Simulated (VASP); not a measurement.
# K3Mg4F12 (a cell with a defect) in VASP: single point with PBEsol

Aim: the single point of K3Mg4F12 (a cell with a defect) with PBEsol.

All numbers are computed with VASP 6.6.1; they aren't measurements. Logs are shortened: lines on timing, memory, paths and dates and some standing lists are left out, and cuts for length are marked.

### Step 1. The cell of the first run

The cell holds a defect, 19 atoms: a = 6.912 Å, b = 6.912 Å, c = 6.912 Å, α = 109.47°, β = 109.47°, γ = 109.47°.

### Step 2. Single point, PBEsol

Contents of INCAR:

```
SYSTEM = K3Mg4F12
ALGO     = Normal         ! electronic algorithm
EDIFF    = 1E-7           ! SCF threshold, eV
ENCUT    = 520            ! plane-wave cutoff, eV
GGA      = PS             ! functional
ISIF     = 2              ! what is computed and relaxed
ISMEAR   = 0              ! smearing method
LASPH    = .True.         ! aspherical terms in the spheres
LCHARG   = .False.        ! write CHGCAR
LREAL    = Auto         
LWAVE    = .False.        ! write WAVECAR
NBANDS   = 74             ! bands
NELECT   = 120.0        
NELM     = 60             ! most SCF steps
PREC     = Accurate       ! precision mode
SIGMA    = 0.05           ! smearing width, eV
```

Contents of KPOINTS:

```
k-points
0
Gamma
  4 4 4
  0 0 0
```

Contents of POSCAR:

```
K3Mg4F12
1.0
   -3.9908822801      3.9908822801      3.9908822801
    3.9908822801     -3.9908822801      3.9908822801
    3.9908822801      3.9908822801     -3.9908822801
K Mg F
3 4 12
Direct
   -0.0591053515     -0.0591053515      0.4999999649
    0.0018827917      0.5018827566      0.0000000000
    0.5018827566      0.0018827917      0.0000000000
    0.4940187060      0.4940187060     -0.0102854450
    0.0043041861      0.0043041861      0.0102854450
    0.0043041861      0.4940187060      0.4999999649
    0.4940187060      0.0043041861      0.4999999649
    0.4854667124      0.7477668572      0.2376998201
   -0.0014216155      0.2522152821      0.2463630674
    0.0100670722      0.7477668572      0.7623001097
    0.5058521796      0.2522152821      0.7536368625
    0.7477668572      0.4854667124      0.2376998201
    0.2522152821     -0.0014216155      0.2463630674
    0.2522152821      0.5058521796      0.7536368625
    0.7477667319      0.0100669469      0.7623001097
    0.2382223862      0.7599102873      0.4999999649
    0.7599102873      0.2382223862      0.4999999649
    0.7599102873      0.7599102873      0.0216879361
    0.2382223862      0.2382223862     -0.0216879361
```

Potentials or basis: VASP PAW PBE potentials, release 64 (K_sv, Mg, F).

Run with:

```
cat potpaw_PBE.64/K_sv/POTCAR potpaw_PBE.64/Mg/POTCAR potpaw_PBE.64/F/POTCAR > POTCAR
mpirun -np 1 vasp_std > vasp.out
```

OUTCAR:

```text
SYSTEM = K3Mg4F12
   EDIFF = 1E-7
   ENCUT = 520
   GGA = PS
   ISIF = 2
   ISMEAR = 0
   LASPH = .True.
   LREAL = Auto
   NELECT = 120.0
   NELM = 60
   PREC = Accurate

 ion  position               nearest neighbor table
   1  0.941  0.941  0.500-   8 2.60  12 2.60  10 2.60  15 2.60  18 2.74  17 2.74  16 2.74  19 2.74
                             4 3.26   5 3.26   6 3.26   7 3.26   5 3.70   6 3.70   7 3.70   4 3.70
   2  0.002  0.502  0.000-   8 2.73  10 2.73  12 2.78  15 2.78   9 2.80  11 2.80  14 2.80  13 2.80
                            19 2.82  16 2.82  17 2.82  18 2.82   4 3.44   7 3.44   6 3.44   5 3.44
   3  0.502  0.002  0.000-  15 2.73  12 2.73  10 2.78   8 2.78  13 2.80  14 2.80  11 2.80   9 2.80
                            19 2.82  17 2.82  16 2.82  18 2.82   4 3.44   6 3.44   7 3.44   5 3.44
   4  0.494  0.494  0.990-  11 1.96  14 1.96  19 2.00  18 2.00  12 2.04   8 2.04   1 3.26   2 3.44
                             3 3.44   3 3.47   2 3.47   1 3.70
   5  0.004  0.004  0.010-   9 1.96  13 1.96  18 2.00  19 2.00  10 2.04  15 2.04   1 3.26   2 3.44
                             3 3.44   3 3.47   2 3.47   1 3.70
   6  0.004  0.494  0.500-   9 1.96  14 1.96  17 2.00  16 2.00  10 2.04  12 2.04   1 3.26   3 3.44
                             2 3.44   2 3.47   3 3.47   1 3.70
   7  0.494  0.004  0.500-  13 1.96  11 1.96  16 2.00  17 2.00  15 2.04   8 2.04   1 3.26   2 3.44
                             3 3.44   3 3.47   2 3.47   1 3.70
   8  0.485  0.748  0.238-   4 2.04   7 2.04   1 2.60   2 2.73   3 2.78
   9  0.999  0.252  0.246-   6 1.96   5 1.96   2 2.80   3 2.80
  10  0.010  0.748  0.762-   6 2.04   5 2.04   1 2.60   2 2.73   3 2.78
  11  0.506  0.252  0.754-   7 1.96   4 1.96   2 2.80   3 2.80
  12  0.748  0.485  0.238-   4 2.04   6 2.04   1 2.60   3 2.73   2 2.78
  13  0.252  0.999  0.246-   7 1.96   5 1.96   3 2.80   2 2.80
  14  0.252  0.506  0.754-   6 1.96   4 1.96   3 2.80   2 2.80
  15  0.748  0.010  0.762-   7 2.04   5 2.04   1 2.60   3 2.73   2 2.78
  16  0.238  0.760  0.500-   7 2.00   6 2.00   1 2.74   2 2.82   3 2.82
  17  0.760  0.238  0.500-   6 2.00   7 2.00   1 2.74   3 2.82   2 2.82
  18  0.760  0.760  0.022-   5 2.00   4 2.00   1 2.74   2 2.82   3 2.82
  19  0.238  0.238  0.978-   4 2.00   5 2.00   1 2.74   2 2.82   3 2.82

  LATTYP: Found a body centered cubic cell.
 ALAT       =     7.9817645602

  Lattice vectors:

 A1 = (  -3.9908822801,   3.9908822801,   3.9908822801)
 A2 = (   3.9908822801,  -3.9908822801,   3.9908822801)
 A3 = (   3.9908822801,   3.9908822801,  -3.9908822801)

Analysis of symmetry for initial positions (statically):
=====================================================================
 Subroutine PRICEL returns:
 Original cell was already a primitive cell.

 Routine SETGRP: Setting up the symmetry group for a
 body centered cubic supercell.

 Subroutine GETGRP returns: Found  8 space group operations
 (whereof  2 operations were pure point group operations)
 out of a pool of 48 trial point group operations.

The static configuration has the point symmetry C_1h.
[... 152 lines left out ...]
   ISMEAR =     0;   SIGMA  =   0.05  broadening in eV -4-tet -1-fermi 0-gaus
   EFERMI_NEDOS =   21; number of points for ismear=-14 and -15
   IALGO  =     38    algorithm
   IMIX   =      4    mixing-type and parameters
     AMIX     =   0.40;   BMIX     =  1.00
     AMIX_MAG =   1.60;   BMIX_MAG =  1.00
  volume/ion in A,a.u.               =      13.38        90.30
  Fermi-wavevector in a.u.,A,eV,Ry     =   1.274617  2.408677 22.104681  1.624648
  Thomas-Fermi vector in A             =   2.407375
   LORBIT       =      0    0 simple, 1 ext, 2 COOP (PROOUT), +10 PAW based schemes
   GGA     = PS    functional components
   LHFCALC =     F    Hartree Fock is set to
   AEXX    =    0.0000 exact exchange contribution
   IVDW    =     0    specifies the selected vdW correction
   LEPSILON=     F    determine dielectric tensor
   LRPA    =     F    only Hartree local field effects (RPA)
 non-spin polarized calculation
 Gauss-broadening in eV      SIGMA  =   0.05
  energy-cutoff  :      520.00
  volume of cell :      254.25
 maximum number of plane-waves:      6866
 NGX is ok and might be reduce to    54
   NGX = 25   NGY = 25   NGZ = 25

 number of electron     120.0000003 magnetization

 Free energy of the ion-electron system (eV)
  ---------------------------------------------------
  ext. energy  EPLUGINS =         0.00000000
  ---------------------------------------------------
  free energy    TOTEN  =       -95.44244835 eV

  energy without entropy =      -95.44244835  energy(sigma->0) =      -95.44244835

 E-fermi :  -1.9625     XC(G=0):  -9.4415

 val. band max:       -2.1755047771   @ k =   0.0000   0.0000   0.0000
 cond. band min:       4.7721105299   @ k =   0.0000   0.0000   0.0000
 fundamental gap:      6.9476153070
 Fermi energy:        -1.9624679202

 k-point     1 :       0.0000    0.0000    0.0000
  band No.  band energies     occupation
      1     -27.9082      2.00000
      2     -27.8541      2.00000
      3     -27.8351      2.00000
      4     -22.2342      2.00000
      5     -21.8368      2.00000
      6     -21.8292      2.00000
[... 964 lines left out ...]
     71       9.3924      0.00000
     72       9.6274      0.00000
 [bands above 72 left out]

------------------------ aborting loop because EDIFF is reached ----------------------------------------

  FORCE on cell =-STRESS in cart. coord.  units (eV):
  Direction    XX          YY          ZZ          XY          YZ          ZX
  --------------------------------------------------------------------------------------
  -------------------------------------------------------------------------------------
  Total        4.5667177      4.5667177      3.5942819      0.0000000      0.0000000     -0.0000000
  in kB       28.7771648     28.7771648     22.6493621      0.0000000      0.0000000     -0.0000000
  external PRESSURE =      26.7345639 kB  Pullay stress =       0.0000000 kB

 VOLUME and BASIS-vectors are now :
 -----------------------------------------------------------------------------
  energy-cutoff  :      520.00
  volume of cell :      254.25
      direct lattice vectors                 reciprocal lattice vectors
    -3.990882280  3.990882280  3.990882280     0.000000000  0.125285580  0.125285580
     3.990882280 -3.990882280  3.990882280     0.125285580  0.000000000  0.125285580
     3.990882280  3.990882280 -3.990882280     0.125285580  0.125285580  0.000000000

 POSITION                                       TOTAL-FORCE (eV/Angst)
 -----------------------------------------------------------------------------------
      1.99544      1.99544      5.51456         0.000000      0.000000      0.706024
      1.99544     -1.99544      2.01047         0.000000      0.000000     -0.035413
     -1.99544      1.99544      2.01047         0.000000      0.000000     -0.035413
      3.94983      3.94983     -0.00669         0.058790      0.058790     -0.047302
      0.04105      0.04105     -0.00669        -0.058790     -0.058790     -0.047302
      3.94983      0.04105     -0.00669         0.058790     -0.058790     -0.047302
[... 11 lines left out ...]
      0.08655      0.08655      5.97887         0.021416      0.021416     -0.036264
      3.90433      3.90433     -2.00289        -0.021416     -0.021416     -0.036264
 -----------------------------------------------------------------------------------
    total drift:                                0.001466      0.001400     -0.007253

  FREE ENERGIE OF THE ION-ELECTRON SYSTEM (eV)
  ---------------------------------------------------
  free  energy   TOTEN  =       -95.4424483467 eV

  energy  without entropy=      -95.4424483467  energy(sigma->0) =      -95.44244835
```

Run time: 18 min. Hardware: 1 thread of Intel Xeon 8259CL, shared host; peak memory 0.47 GiB.

What came out:

```
Free energy   : -95.4424 eV
Largest force : 0.706 eV/Å
```

Forces in eV/Å, atoms in the order of the input:
```
K    0.000  0.000  0.706
K    0.000  0.000 -0.035
K    0.000  0.000 -0.035
Mg   0.059  0.059 -0.047
Mg  -0.059 -0.059 -0.047
Mg   0.059 -0.059 -0.047
Mg  -0.059  0.059 -0.047
F    0.000  0.132 -0.022
F    0.000 -0.030 -0.054
F    0.000 -0.132 -0.022
F    0.000  0.030 -0.054
F    0.132  0.000 -0.022
F   -0.030  0.000 -0.054
F    0.030  0.000 -0.054
F   -0.132  0.000 -0.022
F    0.021 -0.021 -0.036
F   -0.021  0.021 -0.036
F    0.021  0.021 -0.036
F   -0.021 -0.021 -0.036
```

Levels at points of the mesh, in eV from the Fermi level:
| k point | band 58 | band 59 | band 60 | band 61 | band 62 | band 63 |
| --- | --- | --- | --- | --- | --- | --- |
| (0.00, 0.00, 0.00) | -0.30 | -0.24 | -0.21 | 6.73 | 10.17 | 10.20 |
| (0.50, 0.00, 0.00) | -0.54 | -0.45 | -0.40 | 8.43 | 8.54 | 10.13 |
| (0.00, 0.00, 0.50) | -0.50 | -0.44 | -0.44 | 8.37 | 8.62 | 10.09 |
| (0.50, 0.50, 0.50) | -0.24 | -0.24 | -0.22 | 9.06 | 9.72 | 9.81 |

Caveat: the cell carries a net charge on a neutralising background, which shifts energy and pressure; the cell is charged against a uniform background, so pressure and absolute levels hang on convention; the PAW data sets were made with another functional, which shifts forces and pressure a little.
